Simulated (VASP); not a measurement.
# Si3BTe2 (P-4m2) in VASP: further runs

The runs below take Si3BTe2 through single point, relaxation of cell and atoms, with PBE.

All numbers are computed with VASP 6.6.1; they aren't measurements. Logs are shortened: lines on timing, memory, paths and dates and some standing lists are left out, and cuts for length are marked.

## 1. The cell of the first run

It takes space group P-4m2 (No. 115, tetragonal). The conventional cell has a = 3.353 Å, b = 3.353 Å, c = 10.257 Å, α = 90.00°, β = 90.00°, γ = 90.00°. Si (site symmetry -4m2) has 4 B at 2.37 Å and 4 Si at 2.39 Å within 3.1 Å. Within 3.2 Å of Si (site symmetry 2mm) lie 2 Si at 2.39 Å and 2 B at 2.39 Å and 4 Te at 2.90 Å. B (site symmetry -4m2) has 8 Si at 2.37 to 2.39 Å within 3.1 Å. Within 3.8 Å of Te (site symmetry 2mm) lie 6 Si at 2.90 to 3.77 Å and 4 Te at 3.35 Å and 2 B at 3.77 Å.

The cell was generated, and may not be a known phase.

## 2. Single point, PBE

The input, INCAR:

```
  PREC = Accurate
  ENCUT = 520
  EDIFF = 1E-7
  ISMEAR = 0
  SIGMA = 0.1
  LREAL = False
  LASPH = True
  NELM = 60
  ALGO = Normal
  ISIF = 2
  LWAVE = False
  LCHARG = True
  GGA = PE
  LELF = True
  LVHAR = True
  NBANDS = 22
```

The input, KPOINTS:

```
regular mesh
0
Gamma
  6 6 2
```

The input, POSCAR:

```
Si3BTe2
1.0
    3.3527494222      0.0000000000      0.0000000000
    0.0000000000      3.3527494222      0.0000000000
    0.0000000000      0.0000000000     10.2573705962
Si B Te
3 1 2
Direct
    0.0000000000      0.0000000000      0.0000000000
    0.5000000000      0.0000000000      0.8337588491
    0.0000000000      0.5000000000      0.1662411509
    0.5000000000      0.5000000000      0.0000000000
    0.5000000000      0.0000000000      0.3292680199
    0.0000000000      0.5000000000      0.6707319801
```

Potentials or basis: VASP PAW PBE potentials, release 64 (Si, B, Te).

Started as:

```console
cat potpaw_PBE.64/Si/POTCAR potpaw_PBE.64/B/POTCAR potpaw_PBE.64/Te/POTCAR > POTCAR
mpirun -np 1 vasp_std > vasp.out
```

OUTCAR:

```text
PREC = Accurate
   ENCUT = 520
   EDIFF = 1E-7
   ISMEAR = 0
   LREAL = False
   LASPH = True
   NELM = 60
   ISIF = 2
   GGA = PE

 ion  position               nearest neighbor table
   1  0.000  0.000  0.000-   4 2.37   4 2.37   4 2.37   4 2.37   3 2.39   2 2.39   2 2.39   3 2.39

   2  0.500  0.000  0.834-   1 2.39   4 2.39   4 2.39   1 2.39   6 2.90   6 2.90   6 2.90   6 2.90

   3  0.000  0.500  0.166-   1 2.39   4 2.39   1 2.39   4 2.39   5 2.90   5 2.90   5 2.90   5 2.90

   4  0.500  0.500  0.000-   1 2.37   1 2.37   1 2.37   1 2.37   2 2.39   3 2.39   3 2.39   2 2.39

   5  0.500  0.000  0.329-   3 2.90   3 2.90   3 2.90   3 2.90
   6  0.000  0.500  0.671-   2 2.90   2 2.90   2 2.90   2 2.90

  LATTYP: Found a simple tetragonal cell.
 ALAT       =     3.3527494222
 C/A-ratio  =     3.0593907580

  Lattice vectors:

 A1 = (   3.3527494222,   0.0000000000,   0.0000000000)
 A2 = (   0.0000000000,   3.3527494222,   0.0000000000)
 A3 = (   0.0000000000,   0.0000000000,  10.2573705962)

Analysis of symmetry for initial positions (statically):
=====================================================================
 Subroutine PRICEL returns:
 Original cell was already a primitive cell.

 Routine SETGRP: Setting up the symmetry group for a
 simple tetragonal supercell.

 Subroutine GETGRP returns: Found  8 space group operations
 (whereof  8 operations were pure point group operations)
 out of a pool of 16 trial point group operations.

The static configuration has the point symmetry D_2d.

Analysis of symmetry for dynamics (positions and initial velocities):
=====================================================================
 Subroutine PRICEL returns:
 Original cell was already a primitive cell.

 Routine SETGRP: Setting up the symmetry group for a
 simple tetragonal supercell.

 Subroutine GETGRP returns: Found  8 space group operations
 (whereof  8 operations were pure point group operations)
 out of a pool of 16 trial point group operations.

The dynamic configuration has the point symmetry D_2d.

 Subroutine INISYM returns: Found  8 space group operations
 (whereof  8 operations are pure point group operations),
 and found     1 'primitive' translations

----------------------------------------------------------------------------------------

                                     Primitive cell
[... 94 lines left out ...]
   EDIFF  = 0.1E-06   stopping-criterion for ELM
   LREAL  =      F    real-space projection
   EDIFFG = 0.1E-05   stopping-criterion for IOM
   NSW    =      0    number of steps for IOM
   IBRION =     -1    ionic relax: 0-MD 1-quasi-New 2-CG
   NFREE  =      0    steps in history (QN), initial steepest desc. (CG)
   ISIF   =      2    stress and relaxation
   ISYM   =      2    0-nonsym 1-usesym 2-fastsym
   POTIM  = 0.5000    time-step for ionic-motion
   TEBEG  =    0.0;   TEEND  =   0.0 temperature during run
   PSTRESS=    0.0 pullay stress
   NELECT =      27.0000    total number of electrons
   NUPDOWN=      -1.0000    fix difference up-down
   EMIN   =  10.00;   EMAX   =-10.00  energy-range for DOS
   EFERMI =   0.00;   METHOD = LEGACY
   ISMEAR =     0;   SIGMA  =   0.10  broadening in eV -4-tet -1-fermi 0-gaus
   EFERMI_NEDOS =   21; number of points for ismear=-14 and -15
   IALGO  =     38    algorithm
   IMIX   =      4    mixing-type and parameters
     AMIX     =   0.40;   BMIX     =  1.00
     AMIX_MAG =   1.60;   BMIX_MAG =  1.00
  volume/ion in A,a.u.               =      19.22       129.68
  Fermi-wavevector in a.u.,A,eV,Ry     =   1.009059  1.906846 13.853460  1.018201
  Thomas-Fermi vector in A             =   2.141964
   LORBIT       =      0    0 simple, 1 ext, 2 COOP (PROOUT), +10 PAW based schemes
   GGA     = PE    functional components
   LHFCALC =     F    Hartree Fock is set to
   AEXX    =    0.0000 exact exchange contribution
   IVDW    =     0    specifies the selected vdW correction
   LEPSILON=     F    determine dielectric tensor
   LRPA    =     F    only Hartree local field effects (RPA)
 non-spin polarized calculation
 Gauss-broadening in eV      SIGMA  =   0.10
  energy-cutoff  :      520.00
  volume of cell :      115.30
 maximum number of plane-waves:      3128
 NGX is ok and might be reduce to    28
   NGX = 13   NGY = 13   NGZ = 39

 number of electron      27.0000001 magnetization

 Free energy of the ion-electron system (eV)
  ---------------------------------------------------
  ext. energy  EPLUGINS =         0.00000000
  ---------------------------------------------------
  free energy    TOTEN  =       -26.25278769 eV

  energy without entropy =      -26.23809397  energy(sigma->0) =      -26.24544083

 E-fermi :   7.8843     XC(G=0): -10.1960

 val. band max:        7.8841558376   @ k =   0.5000   0.0000   0.5000
 cond. band min:       7.9067828408   @ k =   0.1667   0.0000   0.5000
 fundamental gap:      0.0226270032
 Fermi energy:         7.8842553852

 k-point     1 :       0.0000    0.0000    0.0000
  band No.  band energies     occupation
      1      -6.4766      2.00000
      2      -5.5966      2.00000
      3      -4.6673      2.00000
      4      -1.0742      2.00000
      5       1.8448      2.00000
      6       4.7392      2.00000
[... 489 lines left out ...]
     21      11.9579      0.00000
     22      12.3885      0.00000

------------------------ aborting loop because EDIFF is reached ----------------------------------------

  FORCE on cell =-STRESS in cart. coord.  units (eV):
  Direction    XX          YY          ZZ          XY          YZ          ZX
  --------------------------------------------------------------------------------------
  -------------------------------------------------------------------------------------
  Total       -0.0090766     -0.0090766      0.1280709      0.0000000      0.0000000      0.0000000
  in kB       -0.1261233     -0.1261233      1.7796015      0.0000000      0.0000000      0.0000000
  external PRESSURE =       0.5091183 kB  Pullay stress =       0.0000000 kB

 VOLUME and BASIS-vectors are now :
 -----------------------------------------------------------------------------
  energy-cutoff  :      520.00
  volume of cell :      115.30
      direct lattice vectors                 reciprocal lattice vectors
     3.352749422  0.000000000  0.000000000     0.298262672  0.000000000  0.000000000
     0.000000000  3.352749422  0.000000000     0.000000000  0.298262672  0.000000000
     0.000000000  0.000000000 10.257370596     0.000000000  0.000000000  0.097490872

 POSITION                                       TOTAL-FORCE (eV/Angst)
 -----------------------------------------------------------------------------------
      0.00000      0.00000      0.00000        -0.000000      0.000000      0.000000
      1.67637      0.00000      8.55217         0.000000      0.000000      0.003320
      0.00000      1.67637      1.70520        -0.000000      0.000000     -0.003320
      1.67637      1.67637      0.00000        -0.000000     -0.000000      0.000000
      1.67637      0.00000      3.37742        -0.000000      0.000000      0.000792
      0.00000      1.67637      6.87995        -0.000000      0.000000     -0.000792
 -----------------------------------------------------------------------------------
    total drift:                               -0.000000      0.000000     -0.000000

  FREE ENERGIE OF THE ION-ELECTRON SYSTEM (eV)
  ---------------------------------------------------
  free  energy   TOTEN  =       -26.2527876943 eV

  energy  without entropy=      -26.2380939683  energy(sigma->0) =      -26.24544083
```

OSZICAR:

```text
N       E                     dE             d eps       ncg     rms          rms(c)
DAV:   1     0.805752118205E+02    0.80575E+02   -0.10338E+04   880   0.989E+02
DAV:   2    -0.219279145279E+02   -0.10250E+03   -0.98172E+02  1146   0.156E+02
DAV:   3    -0.277028839490E+02   -0.57750E+01   -0.55910E+01  1140   0.357E+01
DAV:   4    -0.278148832030E+02   -0.11200E+00   -0.11192E+00  1164   0.571E+00
DAV:   5    -0.278167295664E+02   -0.18464E-02   -0.18462E-02  1134   0.684E-01    0.109E+01
DAV:   6    -0.262961993816E+02    0.15205E+01   -0.75258E+00  1122   0.132E+01    0.648E+00
DAV:   7    -0.262649155033E+02    0.31284E-01   -0.12171E+00   976   0.499E+00    0.512E+00
DAV:   8    -0.262564374337E+02    0.84781E-02   -0.15791E-01  1078   0.204E+00    0.792E-01
DAV:   9    -0.262526790787E+02    0.37584E-02   -0.21644E-02  1176   0.837E-01    0.398E-01
DAV:  10    -0.262528937826E+02   -0.21470E-03   -0.47142E-03  1078   0.376E-01    0.157E-01
DAV:  11    -0.262528039758E+02    0.89807E-04   -0.99551E-04  1182   0.185E-01    0.441E-02
DAV:  12    -0.262527903433E+02    0.13633E-04   -0.18329E-04  1064   0.769E-02    0.441E-02
DAV:  13    -0.262527907550E+02   -0.41174E-06   -0.24932E-05  1056   0.255E-02    0.313E-02
DAV:  14    -0.262527901762E+02    0.57882E-06   -0.68894E-07  1176   0.454E-03    0.279E-02
DAV:  15    -0.262527880030E+02    0.21732E-05   -0.31298E-06  1006   0.799E-03    0.943E-03
DAV:  16    -0.262527877525E+02    0.25052E-06   -0.47013E-07  1062   0.304E-03    0.410E-03
DAV:  17    -0.262527876943E+02    0.58185E-07   -0.28733E-08   536   0.941E-04
   1 F= -.26252788E+02 E0= -.26245441E+02  d E =-.146937E-01
```

Run time: 1.8 min. Hardware: 1 thread of AMD EPYC 7R13, shared host; peak memory 0.23 GiB.

What came out:

| Item | Value |
| --- | --- |
| Free energy | -26.2528 eV |
| Pressure | 0.1 GPa |
| Largest force | 0.003 eV/Å |
| Band gap on the k mesh | zero (an odd number of electrons rules out a gap without spin polarisation) |

Forces in eV/Å, atoms in the order of the input:
```
Si   0.000  0.000  0.000
Si   0.000  0.000  0.003
Si   0.000  0.000 -0.003
B    0.000  0.000  0.000
Te   0.000  0.000  0.001
Te   0.000  0.000 -0.001
```

Stress tensor (GPa, compression positive):
```
-0.01  0.00  0.00
 0.00 -0.01  0.00
 0.00  0.00  0.18
```

Caveat: spin-orbit coupling is left out, which moves the levels of the heavy elements; this functional lacks dispersion, which binds layers or chains, so the pressure and a relaxed spacing across them are unreliable.

## 3. Relaxation of cell and atoms, PBE

This run uses another cell than the first one, of 17.58 Å³/atom.

The input, INCAR:

```
PREC = Accurate ; ENCUT = 600
EDIFF = 1E-6 ; ISMEAR = 0
SIGMA = 0.1 ; LREAL = False
LASPH = True ; NELM = 100
ALGO = Normal ; ISIF = 3
LWAVE = False ; LCHARG = False
GGA = PE ; IBRION = 2
NSW = 90 ; EDIFFG = -0.04
```

The input, KPOINTS:

```
Automatic mesh
0
Gamma
  4 4 4
```

The input, POSCAR:

```
Si3BTe2
1.0
    3.9878746300      0.0000000000      0.0000000000
    0.0000000000      3.9878746300      0.0000000000
    0.0000000000      0.0000000000      6.6335742000
Si B Te
3 1 2
Direct
    0.0000000000      0.0000000000      0.0000000000
    0.5000000000      0.0000000000      0.6756250300
    0.0000000000      0.5000000000      0.3243749700
    0.5000000000      0.5000000000      0.0000000000
    0.5000000000      0.0000000000      0.2671410100
    0.0000000000      0.5000000000      0.7328589900
```

Potentials or basis: VASP PAW PBE potentials, release 64 (Si, B, Te).

Started as:

```console
cat potpaw_PBE.64/Si/POTCAR potpaw_PBE.64/B/POTCAR potpaw_PBE.64/Te/POTCAR > POTCAR
mpirun -np 1 vasp_std > vasp.out
```

Wall time 26 min (1 thread of AMD EPYC 7R13, shared host); peak memory 0.24 GiB.

The run converged. Its results:

- Free energy: -26.0021 eV
- Relaxed volume: 22.02 Å³/atom
- Relaxed cell: a = 4.342 Å, b = 4.342 Å, c = 7.007 Å, α = 90.00°, β = 90.00°, γ = 90.00°
- Space group after relaxing (to 0.1 Å): P-4m2 (No. 115)
- Energy gained by relaxing: 701.5 meV/atom
- Ionic steps: 55
- Pressure after relaxing: 0.1 GPa
- Largest force after relaxing: 0.030 eV/Å
- Band gap on the k mesh: zero (an odd number of electrons rules out a gap without spin polarisation)

Forces in eV/Å, atoms in the order of the input:
```
Si   0.000  0.000  0.000
Si   0.000  0.000  0.030
Si   0.000  0.000 -0.030
B    0.000  0.000  0.000
Te   0.000  0.000  0.011
Te   0.000  0.000 -0.011
```

Stress tensor (GPa, compression positive):
```
0.00 0.00 0.00
0.00 0.00 0.00
0.00 0.00 0.15
```

The path:
```
step  energy change (eV)  largest force (eV/Å)  pressure (GPa)  volume (Å³)
   1              0.0000                1.2025           11.22       105.49
   3             -0.9586                0.9532           -2.06       126.73
   5             -1.4994                0.6363           -1.19       120.09
   7             -1.7062                0.8683            0.26       115.91
   9             -2.1306                1.4228            5.84       102.33
  11             -2.3876                1.1077            4.80       102.75
  13             -1.7443                2.7222           17.58       104.59
  15             -2.6977                0.2230            2.81       107.08
  17             -2.7334                0.3408           -0.09       111.20
  19             -2.7602                0.1690            0.00       111.78
  21             -2.7846                0.2047           -0.12       113.27
  23             -2.8884                0.6556           -1.58       117.30
  25             -2.4146                4.5508           -0.94       132.42
  27             -3.4049                1.5585           -3.77       125.23
  29             -3.4063                1.5965           -3.76       125.38
  31             -3.4085                1.6536           -3.74       125.57
  33             -3.4221                1.6440           -3.63       125.36
  35             -3.4741                1.6044           -3.16       124.51
  37             -3.6441                1.4148           -1.05       121.15
  39             -3.7671                0.9269            3.67       115.25
  41             -3.9135                0.6741            1.98       118.46
  43             -3.9582                0.7178            0.66       120.98
  45             -4.0387                0.5158           -1.30       126.07
  47             -4.0548                1.1721            2.58       127.99
  49             -4.1673                0.3479            0.73       128.02
  51             -4.2050                0.0934            0.18       131.49
  53             -4.2079                0.0671           -0.13       132.28
  55             -4.2091                0.0300            0.05       132.11
```

Final structure:
```
Si B Te
1.0
     4.34213    0.00000    0.00000
     0.00000    4.34213    0.00000
     0.00000    0.00000    7.00683
Si B Te
3 1 2
Cartesian
  0.0000 0.0000 0.0000
  2.1711 4.3421 6.0951
  0.0000 2.1711 0.9117
  2.1711 2.1711 0.0000
  2.1711 0.0000 3.4938
  0.0000 2.1711 3.5130
```

Levels at points of the mesh, in eV from the Fermi level:
```tsv
k point	band 11	band 12	band 13	band 14	band 15	band 16	band 17
(0.00, 0.00, 0.00)	-3.49	-0.65	-0.65	-0.31	0.88	1.96	1.96
(0.50, 0.00, 0.00)	-2.17	-1.99	-1.92	-1.83	-0.75	-0.32	1.99
(0.50, 0.50, 0.00)	-3.09	-2.15	2.22	2.22	3.27	3.27	3.45
(0.00, 0.00, 0.50)	-1.78	-1.31	-0.25	-0.25	0.51	1.70	1.70
(0.50, 0.00, 0.50)	-2.44	-2.29	-2.07	-2.00	-1.14	-0.96	3.11
(0.50, 0.50, 0.50)	-2.29	-1.38	0.16	0.16	2.04	2.31	3.22
```

Caveat: the k points lie up to 0.36 Å⁻¹ apart in the final cell, too coarse for converged energies and pressures of a metal; the volume moved by over 15 % at a fixed basis, so the end points are rough; spin-orbit coupling is left out, which moves the levels of the heavy elements.

## 4. Single point, PBE

This run uses another cell than the first one, of 19.45 Å³/atom.

The input, INCAR:

```
SYSTEM = Si3BTe2
ALGO = Normal
EDIFF = 1E-6
ENCUT = 520
GGA = PE
ISIF = 2
ISMEAR = 0
LASPH = .True.
LCHARG = .False.
LREAL = .False.
LWAVE = .False.
NBANDS = 22
NELM = 100
PREC = Accurate
SIGMA = 0.1
```

The input, KPOINTS:

```
k-points
0
Gamma
  12 12 4
  0 0 0
```

The input, POSCAR:

```
Si3BTe2
1.0
    3.3493062636      0.0000000000      0.0000000000
    0.0000000000      3.3493062636      0.0000000000
    0.0000000000      0.0000000000     10.4045500234
Si B Te
3 1 2
Direct
    0.0000000000      0.0000000000      0.0000000000
    0.5000000000      0.0000000000      0.8342385559
    0.0000000000      0.5000000000      0.1657614441
    0.5000000000      0.5000000000      0.0000000000
    0.5000000000      0.0000000000      0.3248211224
    0.0000000000      0.5000000000      0.6751788776
```

Started as:

```console
cat potpaw_PBE.64/Si/POTCAR potpaw_PBE.64/B/POTCAR potpaw_PBE.64/Te/POTCAR > POTCAR
mpirun -np 1 vasp_std > vasp.out
```

Run time: 4.9 min. Hardware: 1 thread of AMD EPYC 7R13, shared host; peak memory 0.34 GiB.

Results (log left out):

| Item | Value |
| --- | --- |
| Free energy | -26.2670 eV |
| Pressure | 0.0 GPa |
| Largest force | 0.013 eV/Å |
| Band gap on the k mesh | zero (an odd number of electrons rules out a gap without spin polarisation) |

Forces on the atoms (eV/Å):
```
Si   0.000  0.000  0.000
Si   0.000  0.000  0.013
Si   0.000  0.000 -0.013
B    0.000  0.000  0.000
Te   0.000  0.000  0.004
Te   0.000  0.000 -0.004
```

Levels at points of the mesh, in eV from the Fermi level:
| k point | band 10 | band 11 | band 12 | band 13 | band 14 | band 15 | band 16 | band 17 |
| --- | --- | --- | --- | --- | --- | --- | --- | --- |
| (0.00, 0.00, 0.00) | -0.58 | -0.58 | -0.01 | 0.03 | 0.03 | 1.13 | 1.70 | 3.06 |
| (0.50, 0.00, 0.00) | -2.46 | -0.62 | 0.16 | 0.93 | 1.09 | 1.63 | 1.66 | 2.45 |
| (0.50, 0.50, 0.00) | -4.51 | -3.94 | -3.94 | -2.17 | -1.91 | -1.28 | -1.28 | 1.51 |
| (0.00, 0.00, 0.50) | -0.67 | -0.67 | 0.17 | 0.17 | 0.97 | 1.22 | 1.69 | 2.29 |
| (0.50, 0.00, 0.50) | -1.74 | -0.62 | 0.02 | 0.16 | 0.21 | 1.62 | 1.66 | 2.46 |
| (0.50, 0.50, 0.50) | -4.32 | -3.90 | -3.90 | -2.41 | -2.12 | -1.46 | -1.46 | 1.91 |

Caveat: spin-orbit coupling is left out, which moves the levels of the heavy elements; this functional lacks dispersion, which binds layers or chains, so the pressure and a relaxed spacing across them are unreliable.

(Part 1 of 2 ends here.)

The gap in the log of VASP goes by the Fermi energy; the results here count the filled bands.